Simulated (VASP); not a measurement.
# CuO (Cc) in VASP: further runs, part 2 of 2

VASP 6.6.1. The steps go on from the part before.

### Step 6. Single point, PBE

INCAR reads:

```
  PREC = Accurate
  ENCUT = 520
  EDIFF = 1E-6
  ISMEAR = -1
  SIGMA = 0.01
  LREAL = False
  LASPH = True
  NELM = 60
  ALGO = Fast
  ISIF = 2
  LWAVE = False
  LCHARG = False
  GGA = PE
  NBANDS = 25
```

KPOINTS reads:

```
Automatic mesh
0
Gamma
  16 16 8
```

POSCAR reads:

```
CuO
1.0
    2.3446500000     -1.7134000000      0.0000000000
    2.3446500000      1.7134000000      0.0000000000
   -0.8605500000      0.0000000000      5.0594400000
Cu O
2 2
Direct
    0.0032000000      0.4968000000      0.0000000000
    0.4968000000      0.0032000000      0.5000000000
    0.5714000000      0.4056000000      0.2537000000
    0.4056000000      0.5714000000      0.7537000000
```

Potentials or basis: VASP PAW PBE potentials, release 64 (Cu, O).

The run is started by

```bash
$ cat potpaw_PBE.64/Cu/POTCAR potpaw_PBE.64/O/POTCAR > POTCAR
$ mpirun -np 1 vasp_std > vasp.out
```

OUTCAR:

```text
PREC = Accurate
   ENCUT = 520
   EDIFF = 1E-6
   ISMEAR = -1
   LREAL = False
   LASPH = True
   NELM = 60
   ISIF = 2
   GGA = PE

 ion  position               nearest neighbor table
   1  0.003  0.497  0.000-   4 1.91   3 1.93   4 1.98   3 2.02
   2  0.497  0.003  0.500-   3 1.91   4 1.93   3 1.98   4 2.02
   3  0.571  0.406  0.254-   2 1.91   1 1.93   2 1.98   1 2.02
   4  0.406  0.571  0.754-   1 1.91   2 1.93   1 1.98   2 2.02

  LATTYP: Found a base centered monoclinic cell.
 ALAT       =     4.6893000000
 B/A-ratio  =     0.7307700510
 C/A-ratio  =     1.0944283424
 COS(beta)  =    -0.1676798048

  Lattice vectors:

 A1 = (   2.3446500000,  -1.7134000000,   0.0000000000)
 A2 = (   2.3446500000,   1.7134000000,   0.0000000000)
 A3 = (  -0.8605500000,   0.0000000000,   5.0594400000)

Analysis of symmetry for initial positions (statically):
=====================================================================
 Subroutine PRICEL returns:
 Original cell was already a primitive cell.

 Routine SETGRP: Setting up the symmetry group for a
 base centered monoclinic supercell.

 Subroutine GETGRP returns: Found  2 space group operations
 (whereof  1 operations were pure point group operations)
 out of a pool of  4 trial point group operations.

The static configuration has the point symmetry C_1 .
 The point group associated with its full space group is C_1h.

Analysis of symmetry for dynamics (positions and initial velocities):
=====================================================================
 Subroutine PRICEL returns:
 Original cell was already a primitive cell.

 Routine SETGRP: Setting up the symmetry group for a
 base centered monoclinic supercell.

 Subroutine GETGRP returns: Found  2 space group operations
 (whereof  1 operations were pure point group operations)
 out of a pool of  4 trial point group operations.

The dynamic configuration has the point symmetry C_1 .
 The point group associated with its full space group is C_1h.

 Subroutine INISYM returns: Found  2 space group operations
[... 122 lines left out ...]
  volume/ion in A,a.u.               =      10.16        68.58
  Fermi-wavevector in a.u.,A,eV,Ry     =   1.542451  2.914810 32.370373  2.379155
  Thomas-Fermi vector in A             =   2.648254
   LORBIT       =      0    0 simple, 1 ext, 2 COOP (PROOUT), +10 PAW based schemes
   GGA     = PE    functional components
   LHFCALC =     F    Hartree Fock is set to
   AEXX    =    0.0000 exact exchange contribution
   IVDW    =     0    specifies the selected vdW correction
   LEPSILON=     F    determine dielectric tensor
   LRPA    =     F    only Hartree local field effects (RPA)
 non-spin polarized calculation
 RMM-DIIS sequential band-by-band and
  energy-cutoff  :      520.00
  volume of cell :       40.65
 maximum number of plane-waves:      1129
 NGX is ok and might be reduce to    24

 number of electron      33.9999999 magnetization

 Free energy of the ion-electron system (eV)
  ---------------------------------------------------
  ext. energy  EPLUGINS =         0.00000000
  ---------------------------------------------------
  free energy    TOTEN  =       -19.48067090 eV

  energy without entropy =      -19.47993954  energy(sigma->0) =      -19.48030522

 E-fermi :   5.6825     XC(G=0): -11.8989

 val. band max:        5.6817671029   @ k =   0.2500   0.1875   0.2500
 cond. band min:       5.6905385418   @ k =   0.3750   0.2500   0.5000
 fundamental gap:      0.0087714389
 Fermi energy:         5.6824961082

 k-point     1 :       0.0000    0.0000    0.0000
  band No.  band energies     occupation
      1     -14.2277      2.00000
      2     -12.9144      2.00000
      3      -2.4367      2.00000
      4       0.1483      2.00000
      5       0.5075      2.00000
      6       2.2999      2.00000
[... 661 lines left out ...]
     24      21.1655      0.00000
     25      22.5567      0.00000

 [... further k-points ...]

------------------------ aborting loop because EDIFF is reached ----------------------------------------

  FORCE on cell =-STRESS in cart. coord.  units (eV):
  Direction    XX          YY          ZZ          XY          YZ          ZX
  --------------------------------------------------------------------------------------
  -------------------------------------------------------------------------------------
  Total        1.6247212      1.8012823      1.4989567      0.0000000      0.0000000     -0.4589066
  in kB       64.0354091     70.9942415     59.0786321      0.0000000      0.0000000    -18.0869621
  external PRESSURE =      64.7027609 kB  Pullay stress =       0.0000000 kB

 VOLUME and BASIS-vectors are now :
 -----------------------------------------------------------------------------
  energy-cutoff  :      520.00
  volume of cell :       40.65
      direct lattice vectors                 reciprocal lattice vectors
     2.344650000 -1.713400000  0.000000000     0.213251445 -0.291817439  0.036271510
     2.344650000  1.713400000  0.000000000     0.213251445  0.291817439  0.036271510
    -0.860550000  0.000000000  5.059440000     0.000000000  0.000000000  0.197650333

 POSITION                                       TOTAL-FORCE (eV/Angst)
 -----------------------------------------------------------------------------------
      1.17233      0.84573      0.00000        -0.649762      0.366734      0.253489
      0.74205     -0.84573      2.52972        -0.649762     -0.366734      0.253489
      2.07240     -0.28408      1.28358         0.649762      0.269151     -0.253489
      1.64213      0.28408      3.81330         0.649762     -0.269151     -0.253489
 -----------------------------------------------------------------------------------
    total drift:                               -0.001096      0.000000      0.000068

  FREE ENERGIE OF THE ION-ELECTRON SYSTEM (eV)
  ---------------------------------------------------
  free  energy   TOTEN  =       -19.4806709016 eV

  energy  without entropy=      -19.4799395350  energy(sigma->0) =      -19.48030522
```

OSZICAR:

```text
N       E                     dE             d eps       ncg     rms          rms(c)
DAV:   1     0.295239137580E+03    0.29524E+03   -0.16429E+04 29476   0.216E+03
DAV:   2     0.108580277285E+02   -0.28438E+03   -0.26200E+03 28211   0.397E+02
DAV:   3    -0.244137436841E+02   -0.35272E+02   -0.33353E+02 34317   0.155E+02
DAV:   4    -0.255882588737E+02   -0.11745E+01   -0.11687E+01 34229   0.303E+01
DAV:   5    -0.256100301189E+02   -0.21771E-01   -0.21760E-01 36063   0.367E+00    0.174E+01
RMM:   6    -0.229033122209E+02    0.27067E+01   -0.35005E+01 32860   0.797E+01    0.135E+01
RMM:   7    -0.195201517772E+02    0.33832E+01   -0.10409E+01 32251   0.427E+01    0.270E+00
RMM:   8    -0.195022635993E+02    0.17888E-01   -0.37879E-01 36532   0.421E+00    0.164E+00
RMM:   9    -0.194958912745E+02    0.63723E-02   -0.90415E-02 36268   0.334E+00    0.972E-01
RMM:  10    -0.194802995431E+02    0.15592E-01   -0.46361E-02 37335   0.202E+00    0.209E-01
RMM:  11    -0.194802980841E+02    0.14590E-05   -0.97399E-03 36174   0.110E+00    0.994E-02
RMM:  12    -0.194806043642E+02   -0.30628E-03   -0.38115E-03 37740   0.477E-01    0.395E-02
RMM:  13    -0.194806391394E+02   -0.34775E-04   -0.71983E-04 36245   0.285E-01    0.142E-02
RMM:  14    -0.194806721509E+02   -0.33011E-04   -0.37854E-04 38495   0.124E-01    0.116E-02
RMM:  15    -0.194806707686E+02    0.13823E-05   -0.14533E-05 31759   0.390E-02    0.438E-03
RMM:  16    -0.194806709016E+02   -0.13306E-06   -0.56131E-06 28821   0.281E-02
   1 F= -.19480671E+02 E0= -.19480305E+02  d E =-.731367E-03
```

stdout:

```text
POSCAR found type information on POSCAR CuO
 POSCAR found :  2 types and       4 ions
 scaLAPACK will be used
 LDA part: xc-table for (Slater+PW92), standard interpolation
 POSCAR, INCAR and KPOINTS ok, starting setup
 FFT: planning ... GRIDC
 FFT: planning ... GRID_SOFT
 FFT: planning ... GRID
 WAVECAR not read
 entering main loop
WARNING in EDDRMM: call to ZHEGV failed, returncode =   8  4     23
WARNING in EDDRMM: call to ZHEGV failed, returncode =   8  4     24
```

Run time: 13 min. Hardware: 1 thread of Oxide Virtual Turin-like, shared host; peak memory 0.5 GiB.

Results:

| Item | Value |
| --- | --- |
| Free energy | -19.4807 eV |
| Pressure | 6.5 GPa |
| Largest force | 0.788 eV/Å |
| Band gap on the k mesh | zero (bands 17 and 18 overlap by 0.72 eV) |

Forces on the atoms (eV/Å):
```
Cu  -0.650  0.367  0.253
Cu  -0.650 -0.367  0.253
O    0.650  0.269 -0.253
O    0.650 -0.269 -0.253
```

Caveat: the cell stands under pressure; semilocal functionals often make such compounds metallic where correlation or magnetic order opens a gap, which also shifts bond lengths.

### Step 7. Summary

| k mesh | smearing | gap on the mesh (eV) | pressure (GPa) | largest force (eV/Å) |
| --- | --- | --- | --- | --- |
| 16 × 16 × 8 | tetrahedron | none | 6.4 | 0.78 |
| 16 × 16 × 10 | gaussian 0.1 eV | none | 6.4 | 0.79 |
| 16 × 16 × 8 | gaussian 0.2 eV | none | 6.5 | 0.79 |
| 16 × 16 × 8 | gaussian 0.5 eV | none | 6.8 | 0.80 |
| 16 × 16 × 8 | fermi-dirac 0.01 eV | none | 6.5 | 0.79 |

Alike in all rows: task single point; level PBE; potentials or basis VASP PAW PBE potentials, release 64 (Cu, O); no spin polarisation; cell as given; cutoff (eV) 520.

Caveats: the cell stands under pressure; semilocal functionals often make such compounds metallic where correlation or magnetic order opens a gap, which also shifts bond lengths; so wide a smearing shifts energies and pressures (at least some runs).

Absolute energies hang on the potentials; compare differences alone.
